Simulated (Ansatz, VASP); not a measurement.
## TaC in VASP and in Ansatz

```
Ta C
1.0
     0.00000    2.23763    2.23763
     2.23763    0.00000    2.23763
     2.23763    2.23763    0.00000
Ta C
1 1
Cartesian
  0.0000 0.0000 0.0000
  2.2376 2.2376 2.2376
```

Alike in both runs: functional PBE; k mesh 16 × 16 × 16; occupations gaussian, width 0.1 eV; no spin polarisation.

Ansatz relaxed the structure, and its values are those at the end. VASP's run is a single point on that final structure, the one shown.

|  | VASP | Ansatz |
| --- | --- | --- |
| version | VASP 6.6.1 | Ansatz 0.2.0 |
| potentials or method | VASP PAW PBE potentials, release 64 (Ta_pv, C), cutoff 520 eV | scalar-relativistic, plane waves, PAW |
| valence electrons in the cell | 15 | 17 |

Ansatz gave:

| Item | Value |
| --- | --- |
| gap on the k mesh at the Fermi level (eV) | none |
| pressure (GPa) | 0.0 |

Question: What did VASP give for the same quantities?

Answer: gap on the k mesh at the Fermi level (eV): none; pressure (GPa): 0.7.

A gap of «none» marks a metal or a gap that the smearing closes. VASP's potentials hold 15 valence electrons a cell and Ansatz's 17, so a difference there can come from the potentials and not from the codes.

Neither program's run includes spin-orbit coupling.
